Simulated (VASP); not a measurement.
# GaN (pbe) (F-43m) in VASP: single point with PBE

Aim: the single point of GaN (pbe) with PBE.

Program: VASP 6.6.1. These are calculated values, not measurements. Logs are shortened: lines on timing, memory, paths and dates and some standing lists are left out, and cuts for length are marked.

### Step 1. The cell of the first run

It takes space group F-43m (No. 216, cubic). The conventional cell has a = 4.548 Å, b = 4.548 Å, c = 4.548 Å, α = 90.00°, β = 90.00°, γ = 90.00°. Within 2.6 Å of Ga (site symmetry -43m) lie 4 N at 1.97 Å. N (site symmetry -43m) has 4 Ga at 1.97 Å within 2.6 Å.

### Step 2. Single point, PBE

The input, INCAR:

```
ALGO = Normal
EDIFF = 1E-6
ENCUT = 600
GGA = PE
GGA_COMPAT = F
ISIF = 2
ISMEAR = 0
LASPH = T
LCHARG = F
LREAL = F
LWAVE = F
NBANDS = 16
NELM = 120
PREC = Accurate
SIGMA = 0.02
```

The input, KPOINTS:

```
k-points
0
Gamma
  10 10 10
```

The input, POSCAR:

```
GaN
1.0
    0.0000000000      2.2742384961      2.2742384961
    2.2742384961      0.0000000000      2.2742384961
    2.2742384961      2.2742384961      0.0000000000
Ga N
1 1
Direct
    0.0000000000      0.0000000000      0.0000000000
    0.2500000000      0.2500000000      0.2500000000
```

Potentials or basis: VASP PAW PBE potentials, release 64 (Ga_d, N).

Command:

```bash
$ cat potpaw_PBE.64/Ga_d/POTCAR potpaw_PBE.64/N/POTCAR > POTCAR
$ mpirun -np 1 vasp_std > vasp.out
```

OUTCAR:

```text
EDIFF = 1E-6
   ENCUT = 600
   GGA = PE
   ISIF = 2
   ISMEAR = 0
   LASPH = T
   LREAL = F
   NELM = 120
   PREC = Accurate

 ion  position               nearest neighbor table
   1  0.000  0.000  0.000-   2 1.97   2 1.97   2 1.97   2 1.97
   2  0.250  0.250  0.250-   1 1.97   1 1.97   1 1.97   1 1.97

  LATTYP: Found a face centered cubic cell.
 ALAT       =     4.5484769922

  Lattice vectors:

 A1 = (   0.0000000000,   2.2742384961,   2.2742384961)
 A2 = (   2.2742384961,   0.0000000000,   2.2742384961)
 A3 = (   2.2742384961,   2.2742384961,   0.0000000000)

Analysis of symmetry for initial positions (statically):
=====================================================================
 Subroutine PRICEL returns:
 Original cell was already a primitive cell.

 Routine SETGRP: Setting up the symmetry group for a
 face centered cubic supercell.

 Subroutine GETGRP returns: Found 24 space group operations
 (whereof 24 operations were pure point group operations)
 out of a pool of 48 trial point group operations.

The static configuration has the point symmetry T_d .

Analysis of symmetry for dynamics (positions and initial velocities):
=====================================================================
 Subroutine PRICEL returns:
 Original cell was already a primitive cell.

 Routine SETGRP: Setting up the symmetry group for a
 face centered cubic supercell.

 Subroutine GETGRP returns: Found 24 space group operations
 (whereof 24 operations were pure point group operations)
 out of a pool of 48 trial point group operations.

The dynamic configuration has the point symmetry T_d .

 Subroutine INISYM returns: Found 24 space group operations
 (whereof 24 operations are pure point group operations),
 and found     1 'primitive' translations

----------------------------------------------------------------------------------------

                                     Primitive cell

  volume of cell :      23.5255

  direct lattice vectors                    reciprocal lattice vectors
     0.000000000  2.274238496  2.274238496    -0.219853811  0.219853811  0.219853811
     2.274238496  0.000000000  2.274238496     0.219853811 -0.219853811  0.219853811
     2.274238496  2.274238496  0.000000000     0.219853811  0.219853811 -0.219853811

  length of vectors
     3.216258925  3.216258925  3.216258925     0.380797971  0.380797971  0.380797971

  position of ions in fractional coordinates (direct lattice)
     0.000000000  0.000000000  0.000000000
     0.250000000  0.250000000  0.250000000

  ion indices of the primitive-cell ions
   primitive index   ion index
                 1           1
                 2           2

----------------------------------------------------------------------------------------

 KPOINTS: k-points

Automatic generation of k-mesh.
 Grid dimensions read from file:
 generate k-points for:   10   10   10

 Generating k-lattice:

  Cartesian coordinates                     Fractional coordinates (reciprocal lattice)
    -0.021985381  0.021985381  0.021985381     0.100000000  0.000000000  0.000000000
     0.021985381 -0.021985381  0.021985381     0.000000000  0.100000000  0.000000000
     0.021985381  0.021985381 -0.021985381     0.000000000  0.000000000  0.100000000

  Length of vectors
     0.038079797  0.038079797  0.038079797

  Shift w.r.t. Gamma in fractional coordinates (k-lattice)
     0.000000000  0.000000000  0.000000000

 Subroutine IBZKPT returns following result:
 ===========================================

 Found     47 irreducible k-points:

 Following reciprocal coordinates:
            Coordinates               Weight
  0.000000  0.000000  0.000000      1.000000
  0.100000  0.000000  0.000000      8.000000
  0.200000  0.000000  0.000000      8.000000
  0.300000  0.000000  0.000000      8.000000
  0.400000  0.000000  0.000000      8.000000
  0.500000  0.000000  0.000000      4.000000
[... 16 lines left out ...]
  0.300000  0.300000  0.000000      6.000000
  0.400000  0.300000  0.000000     24.000000
 [... further k-points ...]
   k-points           NKPTS =     47   k-points in BZ     NKDIM =     47   number of bands    NBANDS=     16
   number of dos      NEDOS =    301   number of ions     NIONS =      2
   total plane-waves  NPLWV =  21952
   dimension x,y,z NGX =    28 NGY =   28 NGZ =   28
   dimension x,y,z NGXF=    56 NGYF=   56 NGZF=   56
   ions per type =               1   1
   NGX,Y,Z   is equivalent  to a cutoff of  14.47, 14.47, 14.47 a.u.
   NGXF,Y,Z  is equivalent  to a cutoff of  28.95, 28.95, 28.95 a.u.
 SYSTEM =  unknown system
   PREC   = accura    normal or accurate (medium, high low for compatibility)
   ISTART =      0    job   : 0-new  1-cont  2-samecut
   ICHARG =      2    charge: 1-file 2-atom 10-const
   ISPIN  =      1    spin polarized calculation?
   LNONCOLLINEAR =      F non collinear calculations
   LSORBIT =      F    spin-orbit coupling
   LASPH  =      T    aspherical Exc in radial PAW
   ENCUT  =  600.0 eV  44.10 Ry    6.64 a.u.   6.42  6.42  6.42*2*pi/ulx,y,z
   NELM   =    120;   NELMIN=  2; NELMDL= -5     # of ELM steps
   EDIFF  = 0.1E-05   stopping-criterion for ELM
   LREAL  =      F    real-space projection
   EDIFFG = 0.1E-04   stopping-criterion for IOM
   NSW    =      0    number of steps for IOM
   IBRION =     -1    ionic relax: 0-MD 1-quasi-New 2-CG
   NFREE  =      0    steps in history (QN), initial steepest desc. (CG)
   ISIF   =      2    stress and relaxation
   ISYM   =      2    0-nonsym 1-usesym 2-fastsym
   POTIM  = 0.5000    time-step for ionic-motion
   TEBEG  =    0.0;   TEEND  =   0.0 temperature during run
   PSTRESS=    0.0 pullay stress
   NELECT =      18.0000    total number of electrons
   NUPDOWN=      -1.0000    fix difference up-down
   EMIN   =  10.00;   EMAX   =-10.00  energy-range for DOS
   EFERMI =   0.00;   METHOD = LEGACY
   ISMEAR =     0;   SIGMA  =   0.02  broadening in eV -4-tet -1-fermi 0-gaus
   EFERMI_NEDOS =   21; number of points for ismear=-14 and -15
   IALGO  =     38    algorithm
   IMIX   =      4    mixing-type and parameters
     AMIX     =   0.40;   BMIX     =  1.00
     AMIX_MAG =   1.60;   BMIX_MAG =  1.00
  volume/ion in A,a.u.               =      11.76        79.38
  Fermi-wavevector in a.u.,A,eV,Ry     =   1.497337  2.829557 30.504523  2.242019
  Thomas-Fermi vector in A             =   2.609238
   LORBIT       =      0    0 simple, 1 ext, 2 COOP (PROOUT), +10 PAW based schemes
   GGA     = PE    functional components
   LHFCALC =     F    Hartree Fock is set to
   AEXX    =    0.0000 exact exchange contribution
   IVDW    =     0    specifies the selected vdW correction
   LEPSILON=     F    determine dielectric tensor
   LRPA    =     F    only Hartree local field effects (RPA)
 non-spin polarized calculation
 Gauss-broadening in eV      SIGMA  =   0.02
  energy-cutoff  :      600.00
  volume of cell :       23.53
 maximum number of plane-waves:       801
 NGX is ok and might be reduce to    28
   NGX = 13   NGY = 13   NGZ = 13

 number of electron      18.0000002 magnetization

 Free energy of the ion-electron system (eV)
  ---------------------------------------------------
  ext. energy  EPLUGINS =         0.00000000
  ---------------------------------------------------
  free energy    TOTEN  =       -12.15504172 eV

  energy without entropy =      -12.15504172  energy(sigma->0) =      -12.15504172

 E-fermi :   5.0765     XC(G=0): -11.5208

 val. band max:        4.9868814348   @ k =   0.0000   0.0000   0.0000
 cond. band min:       6.5339357377   @ k =   0.0000   0.0000   0.0000
 fundamental gap:      1.5470543028
 Fermi energy:         5.0765165530

 k-point     1 :       0.0000    0.0000    0.0000
  band No.  band energies     occupation
      1     -10.7166      2.00000
      2      -8.4361      2.00000
      3      -8.4361      2.00000
      4      -8.4361      2.00000
      5      -8.1432      2.00000
      6      -8.1432      2.00000
[... 8 lines left out ...]
     15      23.6341      0.00000
     16      23.6341      0.00000

 k-point     2 :       0.1000    0.0000    0.0000
  band No.  band energies     occupation
      1     -10.6131      2.00000
      2      -8.4236      2.00000
      3      -8.4236      2.00000
      4      -8.3951      2.00000
      5      -8.1444      2.00000
      6      -8.1444      2.00000
[... 8 lines left out ...]
     15      22.3531      0.00000
     16      22.3531      0.00000

 k-point     3 :       0.2000    0.0000    0.0000
  band No.  band energies     occupation
      1     -10.3564      2.00000
      2      -8.3945      2.00000
      3      -8.3945      2.00000
      4      -8.2260      2.00000
      5      -8.1432      2.00000
      6      -8.1432      2.00000
[... 8 lines left out ...]
     15      21.5946      0.00000
     16      21.5946      0.00000

 k-point     4 :       0.3000    0.0000    0.0000
  band No.  band energies     occupation
      1     -10.0930      2.00000
      2      -8.3687      2.00000
      3      -8.3687      2.00000
      4      -8.1306      2.00000
      5      -8.1306      2.00000
      6      -7.8257      2.00000
[... 8 lines left out ...]
     15      22.0420      0.00000
     16      22.0420      0.00000

 k-point     5 :       0.4000    0.0000    0.0000
  band No.  band energies     occupation
      1      -9.9421      2.00000
      2      -8.3576      2.00000
      3      -8.3576      2.00000
      4      -8.1099      2.00000
      5      -8.1099      2.00000
      6      -7.2340      2.00000
[... 8 lines left out ...]
     15      23.3731      0.00000
     16      23.3731      0.00000

 k-point     6 :       0.5000    0.0000    0.0000
  band No.  band energies     occupation
      1      -9.8997      2.00000
      2      -8.3555      2.00000
      3      -8.3555      2.00000
      4      -8.0995      2.00000
      5      -8.0995      2.00000
      6      -6.8954      2.00000
[... 8 lines left out ...]
     15      24.3221      0.00000
     16      24.3222      0.00000

 k-point     7 :       0.1000    0.1000    0.0000
  band No.  band energies     occupation
      1     -10.5791      2.00000
      2      -8.4123      2.00000
      3      -8.4123      2.00000
      4      -8.3962      2.00000
      5      -8.1524      2.00000
      6      -8.1365      2.00000
[... 8 lines left out ...]
     15      23.6046      0.00000
     16      24.3182      0.00000

 k-point     8 :       0.2000    0.1000    0.0000
  band No.  band energies     occupation
      1     -10.3752      2.00000
      2      -8.3927      2.00000
      3      -8.3821      2.00000
      4      -8.2829      2.00000
      5      -8.1470      2.00000
      6      -8.1297      2.00000
[... 8 lines left out ...]
     15      23.3573      0.00000
     16      23.5002      0.00000

 k-point     9 :       0.3000    0.1000    0.0000
  band No.  band energies     occupation
      1     -10.1195      2.00000
      2      -8.3698      2.00000
      3      -8.3525      2.00000
      4      -8.1824      2.00000
      5      -8.1179      2.00000
      6      -7.9097      2.00000
[... 8 lines left out ...]
     15      22.5333      0.00000
     16      23.4501      0.00000
[... 172 lines left out ...]
 k-point    19 :       0.5000    0.2000    0.0000
  band No.  band energies     occupation
      1      -9.8326      2.00000
      2      -8.3396      2.00000
      3      -8.2843      2.00000
      4      -8.1797      2.00000
      5      -8.0959      2.00000
      6      -6.7853      2.00000
[... 8 lines left out ...]
     15      24.9361      0.00000
     16      25.2836      0.00000

 k-point    20 :      -0.4000    0.2000    0.0000
  band No.  band energies     occupation
      1      -9.8266      2.00000
      2      -8.3446      2.00000
      3      -8.2899      2.00000
      4      -8.1520      2.00000
      5      -8.1180      2.00000
      6      -6.6683      2.00000
[... 8 lines left out ...]
     15      23.3686      0.00000
     16      24.9576      0.00000

 k-point    21 :      -0.3000    0.2000    0.0000
  band No.  band energies     occupation
      1      -9.8808      2.00000
      2      -8.3464      2.00000
      3      -8.3065      2.00000
      4      -8.1489      2.00000
      5      -8.1440      2.00000
      6      -7.1069      2.00000
[... 8 lines left out ...]
     15      21.9940      0.00000
     16      25.2782      0.00000

 k-point    22 :      -0.2000    0.2000    0.0000
  band No.  band energies     occupation
      1     -10.0127      2.00000
      2      -8.3533      2.00000
      3      -8.3403      2.00000
      4      -8.1633      2.00000
      5      -8.1501      2.00000
      6      -7.6567      2.00000
[... 8 lines left out ...]
     15      22.0811      0.00000
     16      25.2069      0.00000

 k-point    23 :       0.3000    0.3000    0.0000
  band No.  band energies     occupation
      1      -9.9372      2.00000
      2      -8.2935      2.00000
      3      -8.2614      2.00000
      4      -8.2614      2.00000
      5      -8.0968      2.00000
      6      -7.6337      2.00000
[... 8 lines left out ...]
     15      26.7563      0.00000
     16      26.9878      0.00000

 k-point    24 :       0.4000    0.3000    0.0000
  band No.  band energies     occupation
      1      -9.8392      2.00000
      2      -8.3123      2.00000
      3      -8.2297      2.00000
      4      -8.2296      2.00000
      5      -8.0873      2.00000
      6      -7.1863      2.00000
[... 8 lines left out ...]
     15      26.8470      0.00000
     16      27.1162      0.00000

 [... further k-points ...]
[... 5 lines left out ...]
  --------------------------------------------------------------------------------------
  -------------------------------------------------------------------------------------
  Total       -0.0061803     -0.0061803     -0.0061803      0.0000000      0.0000000      0.0000000
  in kB       -0.4209009     -0.4209009     -0.4209009      0.0000000      0.0000000      0.0000000
  external PRESSURE =      -0.4209009 kB  Pullay stress =       0.0000000 kB

 VOLUME and BASIS-vectors are now :
 -----------------------------------------------------------------------------
  energy-cutoff  :      600.00
  volume of cell :       23.53
      direct lattice vectors                 reciprocal lattice vectors
     0.000000000  2.274238496  2.274238496    -0.219853811  0.219853811  0.219853811
     2.274238496  0.000000000  2.274238496     0.219853811 -0.219853811  0.219853811
     2.274238496  2.274238496  0.000000000     0.219853811  0.219853811 -0.219853811

 POSITION                                       TOTAL-FORCE (eV/Angst)
 -----------------------------------------------------------------------------------
      0.00000      0.00000      0.00000         0.000000      0.000000      0.000000
      1.13712      1.13712      1.13712        -0.000000     -0.000000     -0.000000
 -----------------------------------------------------------------------------------
    total drift:                                0.000000      0.000000      0.000000

  FREE ENERGIE OF THE ION-ELECTRON SYSTEM (eV)
  ---------------------------------------------------
  free  energy   TOTEN  =       -12.1550417232 eV

  energy  without entropy=      -12.1550417232  energy(sigma->0) =      -12.15504172
```

Wall time 12 s (1 thread of Intel Xeon 6975P-C (Granite Rapids), shared host); peak memory 0.16 GiB.

What came out:

```
Free energy            : -12.1550 eV
Pressure               : 0.0 GPa
Band gap on the k mesh : 1.55 eV, direct
```

Levels at points of the mesh, in eV from the valence-band top:
| k point | band 5 | band 6 | band 7 | band 8 | band 9 | band 10 | band 11 | band 12 | band 13 | band 14 |
| --- | --- | --- | --- | --- | --- | --- | --- | --- | --- | --- |
| (0.00, 0.00, 0.00) | -13.13 | -13.13 | 0.00 | 0.00 | 0.00 | 1.55 | 10.13 | 10.13 | 10.13 | 17.23 |
| (0.50, 0.00, 0.00) | -13.09 | -11.88 | -6.86 | -0.93 | -0.93 | 4.45 | 8.59 | 10.22 | 10.22 | 15.40 |
| (0.50, 0.50, 0.00) | -13.06 | -11.45 | -6.01 | -2.61 | -2.61 | 3.34 | 6.50 | 11.52 | 13.67 | 13.67 |
